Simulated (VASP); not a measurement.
# BaTe (Fm-3m) in VASP: a series of runs

Runs on BaTe. Level: LDA. Tasks: single point, relaxation of cell and atoms.

All numbers are computed with VASP 6.6.1; they aren't measurements. Logs are shortened: lines on timing, memory, paths and dates and some standing lists are left out, and cuts for length are marked.

## (1) The cell of the first run

The structure is cubic, space group Fm-3m (No. 225). Conventional cell: a = 6.866 Å, b = 6.866 Å, c = 6.866 Å, α = 90.00°, β = 90.00°, γ = 90.00°. Within 4.5 Å of Ba (site symmetry m-3m) lie 6 Te at 3.43 Å. Te (site symmetry m-3m) has 6 Ba at 3.43 Å within 4.5 Å.

## (2) Single point, LDA

INCAR

```
SYSTEM = BaTe
PREC = Accurate
ENCUT = 520
EDIFF = 1E-7
ISMEAR = -1
SIGMA = 0.02
LREAL = .False.
LASPH = .True.
NELM = 100
ALGO = Normal
ISIF = 2
LWAVE = .False.
LCHARG = .True.
GGA = CA
LELF = .True.
LVHAR = .True.
NBANDS = 15
```

KPOINTS

```
Automatic mesh
0
Gamma
  6 6 6
  0 0 0
```

POSCAR

```
BaTe
1.0
    0.0000000000      3.4329092710      3.4329092710
    3.4329092710      0.0000000000      3.4329092710
    3.4329092710      3.4329092710      0.0000000000
Ba Te
1 1
Direct
    0.0000000000      0.0000000000      0.0000000000
    0.5000000000      0.5000000000      0.5000000000
```

Potentials or basis: VASP PAW LDA potentials, release 64 (Ba_sv, Te).

The run is started by

```sh
$ cat potpaw_LDA.64/Ba_sv/POTCAR potpaw_LDA.64/Te/POTCAR > POTCAR
$ mpirun -np 1 vasp_std > vasp.out
```

OUTCAR:

```text
SYSTEM = BaTe
   PREC = Accurate
   ENCUT = 520
   EDIFF = 1E-7
   ISMEAR = -1
   LREAL = .False.
   LASPH = .True.
   NELM = 100
   ISIF = 2
   GGA = CA

 ion  position               nearest neighbor table
   1  0.000  0.000  0.000-   2 3.43   2 3.43   2 3.43   2 3.43   2 3.43   2 3.43
   2  0.500  0.500  0.500-   1 3.43   1 3.43   1 3.43   1 3.43   1 3.43   1 3.43

  LATTYP: Found a face centered cubic cell.
 ALAT       =     6.8658185420

  Lattice vectors:

 A1 = (   0.0000000000,   3.4329092710,   3.4329092710)
 A2 = (   3.4329092710,   0.0000000000,   3.4329092710)
 A3 = (   3.4329092710,   3.4329092710,   0.0000000000)

Analysis of symmetry for initial positions (statically):
=====================================================================
 Subroutine PRICEL returns:
 Original cell was already a primitive cell.

 Routine SETGRP: Setting up the symmetry group for a
 face centered cubic supercell.

 Subroutine GETGRP returns: Found 48 space group operations
 (whereof 48 operations were pure point group operations)
 out of a pool of 48 trial point group operations.

The static configuration has the point symmetry O_h .

Analysis of symmetry for dynamics (positions and initial velocities):
=====================================================================
 Subroutine PRICEL returns:
 Original cell was already a primitive cell.

 Routine SETGRP: Setting up the symmetry group for a
 face centered cubic supercell.

 Subroutine GETGRP returns: Found 48 space group operations
 (whereof 48 operations were pure point group operations)
 out of a pool of 48 trial point group operations.

The dynamic configuration has the point symmetry O_h .

 Subroutine INISYM returns: Found 48 space group operations
 (whereof 48 operations are pure point group operations),
 and found     1 'primitive' translations

----------------------------------------------------------------------------------------

                                     Primitive cell

  volume of cell :      80.9128

  direct lattice vectors                    reciprocal lattice vectors
     0.000000000  3.432909271  3.432909271    -0.145649058  0.145649058  0.145649058
     3.432909271  0.000000000  3.432909271     0.145649058 -0.145649058  0.145649058
     3.432909271  3.432909271  0.000000000     0.145649058  0.145649058 -0.145649058

  length of vectors
     4.854866849  4.854866849  4.854866849     0.252271568  0.252271568  0.252271568

  position of ions in fractional coordinates (direct lattice)
     0.000000000  0.000000000  0.000000000
     0.500000000  0.500000000  0.500000000

[... 77 lines left out ...]
   PSTRESS=    0.0 pullay stress
   NELECT =      16.0000    total number of electrons
   NUPDOWN=      -1.0000    fix difference up-down
   EMIN   =  10.00;   EMAX   =-10.00  energy-range for DOS
   EFERMI =   0.00;   METHOD = LEGACY
   ISMEAR =    -1;   SIGMA  =   0.02  broadening in eV -4-tet -1-fermi 0-gaus
   EFERMI_NEDOS =   21; number of points for ismear=-14 and -15
   IALGO  =     38    algorithm
   IMIX   =      4    mixing-type and parameters
     AMIX     =   0.40;   BMIX     =  1.00
     AMIX_MAG =   1.60;   BMIX_MAG =  1.00
  volume/ion in A,a.u.               =      40.46       273.01
  Fermi-wavevector in a.u.,A,eV,Ry     =   0.953767  1.802359 12.376844  0.909672
  Thomas-Fermi vector in A             =   2.082453
   LORBIT       =      0    0 simple, 1 ext, 2 COOP (PROOUT), +10 PAW based schemes
   GGA     = CA    functional components
   LHFCALC =     F    Hartree Fock is set to
   AEXX    =    0.0000 exact exchange contribution
   IVDW    =     0    specifies the selected vdW correction
   LEPSILON=     F    determine dielectric tensor
   LRPA    =     F    only Hartree local field effects (RPA)
 non-spin polarized calculation
  energy-cutoff  :      520.00
  volume of cell :       80.91
 maximum number of plane-waves:      2200
   NGX = 17   NGY = 17   NGZ = 17

 number of electron      16.0000000 magnetization

 Free energy of the ion-electron system (eV)
  ---------------------------------------------------
  ext. energy  EPLUGINS =         0.00000000
  ---------------------------------------------------
  free energy    TOTEN  =        -9.60968881 eV

  energy without entropy =       -9.60968881  energy(sigma->0) =       -9.60968881

 E-fermi :   2.8957     XC(G=0):  -8.7702

 val. band max:        2.4695903252   @ k =   0.0000   0.0000   0.0000
 cond. band min:       3.7257965063   @ k =   0.5000   0.5000   0.0000
 fundamental gap:      1.2562061810
 Fermi energy:         2.8957465608

 k-point     1 :       0.0000    0.0000    0.0000
  band No.  band energies     occupation
      1     -24.3408      2.00000
      2      -9.5261      2.00000
      3      -9.5261      2.00000
      4      -9.5261      2.00000
      5      -7.2710      2.00000
      6       2.4696      2.00000
      7       2.4696      2.00000
      8       2.4696      2.00000
      9       5.2363      0.00000
     10       5.2363      0.00000
     11       5.2363      0.00000
     12       5.3941      0.00000
     13       5.9689      0.00000
     14       5.9689      0.00000
[... 257 lines left out ...]
      2      -9.7614      2.00000
      3      -9.7160      2.00000
      4      -9.6782      2.00000
      5      -6.8392      2.00000
      6       1.2740      2.00000
      7       1.3683      2.00000
      8       1.6686      2.00000
      9       4.8636      0.00000
     10       6.9833      0.00000
     11       7.2362      0.00000
     12       7.9111      0.00000
     13       8.3120      0.00000
     14       9.1805      0.00000
     15      10.7261      0.00000

------------------------ aborting loop because EDIFF is reached ----------------------------------------

  FORCE on cell =-STRESS in cart. coord.  units (eV):
  Direction    XX          YY          ZZ          XY          YZ          ZX
  --------------------------------------------------------------------------------------
  -------------------------------------------------------------------------------------
  Total        0.2382698      0.2382698      0.2382698      0.0000000      0.0000000      0.0000000
  in kB        4.7180506      4.7180506      4.7180506      0.0000000      0.0000000      0.0000000
  external PRESSURE =       4.7180506 kB  Pullay stress =       0.0000000 kB

 VOLUME and BASIS-vectors are now :
 -----------------------------------------------------------------------------
  energy-cutoff  :      520.00
  volume of cell :       80.91
      direct lattice vectors                 reciprocal lattice vectors
     0.000000000  3.432909271  3.432909271    -0.145649058  0.145649058  0.145649058
     3.432909271  0.000000000  3.432909271     0.145649058 -0.145649058  0.145649058
     3.432909271  3.432909271  0.000000000     0.145649058  0.145649058 -0.145649058

 POSITION                                       TOTAL-FORCE (eV/Angst)
 -----------------------------------------------------------------------------------
      0.00000      0.00000      0.00000         0.000000      0.000000      0.000000
      3.43291      3.43291      3.43291         0.000000      0.000000     -0.000000
 -----------------------------------------------------------------------------------
    total drift:                                0.000000      0.000000      0.000000

  FREE ENERGIE OF THE ION-ELECTRON SYSTEM (eV)
  ---------------------------------------------------
  free  energy   TOTEN  =        -9.6096888101 eV

  energy  without entropy=       -9.6096888101  energy(sigma->0) =       -9.60968881
```

OSZICAR:

```text
N       E                     dE             d eps       ncg     rms          rms(c)
DAV:   1     0.794315558194E+02    0.79432E+02   -0.62262E+03   480   0.893E+02
DAV:   2    -0.465494344278E+01   -0.84086E+02   -0.77773E+02   655   0.152E+02
DAV:   3    -0.961352589274E+01   -0.49586E+01   -0.49256E+01   587   0.395E+01
DAV:   4    -0.976102369296E+01   -0.14750E+00   -0.14744E+00   678   0.701E+00
DAV:   5    -0.976519112625E+01   -0.41674E-02   -0.41674E-02   639   0.889E-01    0.413E+00
DAV:   6    -0.963270034379E+01    0.13249E+00   -0.12000E-01   557   0.177E+00    0.265E+00
DAV:   7    -0.961058221240E+01    0.22118E-01   -0.82677E-02   585   0.148E+00    0.745E-01
DAV:   8    -0.960965809732E+01    0.92412E-03   -0.10608E-02   515   0.566E-01    0.169E-01
DAV:   9    -0.960970904044E+01   -0.50943E-04   -0.62777E-04   564   0.163E-01    0.529E-02
DAV:  10    -0.960968694245E+01    0.22098E-04   -0.80202E-05   613   0.578E-02    0.163E-02
DAV:  11    -0.960969117379E+01   -0.42313E-05   -0.35186E-05   543   0.297E-02    0.158E-02
DAV:  12    -0.960968877996E+01    0.23938E-05   -0.77901E-06   529   0.151E-02    0.121E-03
DAV:  13    -0.960968881010E+01   -0.30131E-07   -0.43406E-07   627   0.338E-03
   1 F= -.96096888E+01 E0= -.96096888E+01  d E =-.690812E-11
```

Wall time 16 s (1 thread of Intel Xeon Platinum 8259CL at 2.50GHz (Skylake/Cascade Lake), shared host); peak memory 0.18 GiB.

Results:

- Free energy: -9.6097 eV
- Pressure: 0.5 GPa
- Band gap on the k mesh: 1.26 eV, indirect (least direct gap 1.64 eV)

Levels at points of the mesh, in eV from the valence-band top:
```
           k point  band 5  band 6  band 7  band 8  band 9  band 10  band 11  band 12
(0.00, 0.00, 0.00)   -9.74    0.00    0.00    0.00    2.77     2.77     2.77     2.92
(0.50, 0.00, 0.00)   -8.80   -2.46   -1.27   -1.27    4.15     4.77     4.89     4.89
(0.50, 0.50, 0.00)   -9.52   -1.16   -0.38   -0.38    1.26     4.47     4.72     5.78
```

Caveat: spin-orbit coupling is left out, which moves the levels of the heavy elements. A k mesh can miss the band edges.

## (3) Relaxation of cell and atoms, LDA

This run uses another cell than the first one, of 44.08 Å³/atom, 1.089 times its volume.

INCAR

```
SYSTEM = BaTe
ALGO = Normal
EDIFF = 1E-6
EDIFFG = -0.005
ENCUT = 600
IBRION = 2
ISIF = 3
ISMEAR = -1
LASPH = .TRUE.
LCHARG = .FALSE.
LREAL = .FALSE.
LWAVE = .FALSE.
NELM = 100
NSW = 80
PREC = Accurate
SIGMA = 0.02
```

KPOINTS

```
k-points
0
G
  6 6 6
  0 0 0
```

POSCAR

```
BaTe
1.0
    0.0000000000      3.5323793482      3.5323793482
    3.5323793482      0.0000000000      3.5323793482
    3.5323793482      3.5323793482      0.0000000000
Ba Te
1 1
Direct
    0.0000000000      0.0000000000      0.0000000000
    0.5000000000      0.5000000000      0.5000000000
```

Potentials or basis: VASP PAW LDA potentials, release 64 (Ba_sv, Te).

The run is started by

```sh
$ cat potpaw_LDA.64/Ba_sv/POTCAR potpaw_LDA.64/Te/POTCAR > POTCAR
$ mpirun -np 1 vasp_std > vasp.out
```

OUTCAR:

```text
SYSTEM = BaTe
   EDIFF = 1E-6
   EDIFFG = -0.005
   ENCUT = 600
   IBRION = 2
   ISIF = 3
   ISMEAR = -1
   LASPH = .TRUE.
   LREAL = .FALSE.
   NELM = 100
   NSW = 80
   PREC = Accurate

 ion  position               nearest neighbor table
   1  0.000  0.000  0.000-   2 3.53   2 3.53   2 3.53   2 3.53   2 3.53   2 3.53
   2  0.500  0.500  0.500-   1 3.53   1 3.53   1 3.53   1 3.53   1 3.53   1 3.53

  LATTYP: Found a face centered cubic cell.
 ALAT       =     7.0647586964

  Lattice vectors:

 A1 = (   0.0000000000,   3.5323793482,   3.5323793482)
 A2 = (   3.5323793482,   0.0000000000,   3.5323793482)
 A3 = (   3.5323793482,   3.5323793482,   0.0000000000)

Analysis of symmetry for initial positions (statically):
=====================================================================
 Subroutine PRICEL returns:
 Original cell was already a primitive cell.

 Routine SETGRP: Setting up the symmetry group for a
 face centered cubic supercell.

 Subroutine GETGRP returns: Found 48 space group operations
 (whereof 48 operations were pure point group operations)
 out of a pool of 48 trial point group operations.

The static configuration has the point symmetry O_h .

Analysis of symmetry for dynamics (positions and initial velocities):
[... 145 lines left out ...]
  ---------------------------------------------------
  ext. energy  EPLUGINS =         0.00000000
  ---------------------------------------------------
  free energy    TOTEN  =        -9.56697231 eV

  energy without entropy =       -9.56697231  energy(sigma->0) =       -9.56697231

------------------------ aborting loop because EDIFF is reached ----------------------------------------

  FORCE on cell =-STRESS in cart. coord.  units (eV):
  Direction    XX          YY          ZZ          XY          YZ          ZX
  --------------------------------------------------------------------------------------
  -------------------------------------------------------------------------------------
  Total       -1.1878041     -1.1878041     -1.1878041      0.0000000      0.0000000      0.0000000
  in kB      -21.5885459    -21.5885459    -21.5885459      0.0000000      0.0000000      0.0000000
  external PRESSURE =     -21.5885459 kB  Pullay stress =       0.0000000 kB
[... 59 lines left out ...]
--------------------------------------- Ionic step        3  -------------------------------------------

 number of electron      16.0000000 magnetization

 Free energy of the ion-electron system (eV)
  ---------------------------------------------------
  ext. energy  EPLUGINS =         0.00000000
  ---------------------------------------------------
  free energy    TOTEN  =        -9.61144479 eV

  energy without entropy =       -9.61144479  energy(sigma->0) =       -9.61144479

 E-fermi :   2.8081     XC(G=0):  -8.7189

 val. band max:        2.3812151003   @ k =   0.0000   0.0000   0.0000
 cond. band min:       3.6693044218   @ k =   0.5000   0.5000   0.0000
 fundamental gap:      1.2880893214
 Fermi energy:         2.8081132666

 k-point     1 :       0.0000    0.0000    0.0000
  band No.  band energies     occupation
      1     -24.4582      2.00000
      2      -9.6402      2.00000
      3      -9.6402      2.00000
      4      -9.6402      2.00000
      5      -7.3288      2.00000
      6       2.3812      2.00000
      7       2.3812      2.00000
      8       2.3812      2.00000
      9       5.1588      0.00000
     10       5.1588      0.00000
     11       5.1588      0.00000
     12       5.2518      0.00000
[... 252 lines left out ...]
  FREE ENERGIE OF THE ION-ELECTRON SYSTEM (eV)
  ---------------------------------------------------
  free  energy   TOTEN  =        -9.6114447908 eV

  energy  without entropy=       -9.6114447908  energy(sigma->0) =       -9.61144479

 reached required accuracy - stopping structural energy minimisation
```

CONTCAR:

```text
BaTe
   1.00000000000000
     0.0000000000000000    3.4477572683759825    3.4477572683759825
     3.4477572683759825    0.0000000000000000    3.4477572683759825
     3.4477572683759825    3.4477572683759825    0.0000000000000000
  Ba              Te
     1     1
Direct
     0.0000000000000000    0.0000000000000000    0.0000000000000000
     0.5000000000000000    0.5000000000000000    0.5000000000000000

  0.00000000E+00  0.00000000E+00  0.00000000E+00
  0.00000000E+00  0.00000000E+00  0.00000000E+00
```

Wall time 42 s (1 thread of Intel Xeon Platinum 8259CL at 2.50GHz (Skylake/Cascade Lake), shared host); peak memory 0.2 GiB.

What came out:

* Free energy: -9.6114 eV
* Relaxed volume: 40.98 Å³/atom
* Relaxed cell: a = 4.876 Å, b = 4.876 Å, c = 4.876 Å, α = 60.00°, β = 60.00°, γ = 60.00°
* Space group after relaxing (to 0.05 Å): Fm-3m (No. 225)
* Energy gained by relaxing: 22.2 meV/atom
* Ionic steps: 3
* Pressure after relaxing: 0.0 GPa
* Band gap on the k mesh: 1.29 eV, indirect (least direct gap 1.67 eV)

The path:
```csv
step,energy change (eV),largest force (eV/Å),pressure (GPa),volume (Å³)
1,0.0000,0.0000,-2.16,88.15
2,-0.0425,0.0000,0.53,80.79
3,-0.0445,0.0000,0.00,81.97
```

Final structure:
```cif
data_structure
_symmetry_space_group_name_H-M 'P 1'
_symmetry_Int_Tables_number 1
_cell_length_a 4.8759
_cell_length_b 4.8759
_cell_length_c 4.8759
_cell_angle_alpha 60.000
_cell_angle_beta 60.000
_cell_angle_gamma 60.000
_cell_volume 81.97
loop_
_atom_site_label
_atom_site_type_symbol
_atom_site_fract_x
_atom_site_fract_y
_atom_site_fract_z
_atom_site_occupancy
Ba1 Ba 0.00000 0.00000 0.00000 1
Te1 Te 0.50000 0.50000 0.50000 1
```

Levels at points of the mesh, in eV from the valence-band top:
```csv
k point,band 4,band 5,band 6,band 7,band 8,band 9,band 10,band 11,band 12
"(0.00, 0.00, 0.00)",-12.02,-9.71,0.00,0.00,0.00,2.78,2.78,2.78,2.87
"(0.50, 0.00, 0.00)",-12.03,-8.82,-2.42,-1.24,-1.24,4.14,4.74,4.86,4.86
"(0.50, 0.50, 0.00)",-12.13,-9.49,-1.15,-0.38,-0.38,1.29,4.45,4.66,5.72
```

Caveat: spin-orbit coupling is left out, which moves the levels of the heavy elements.
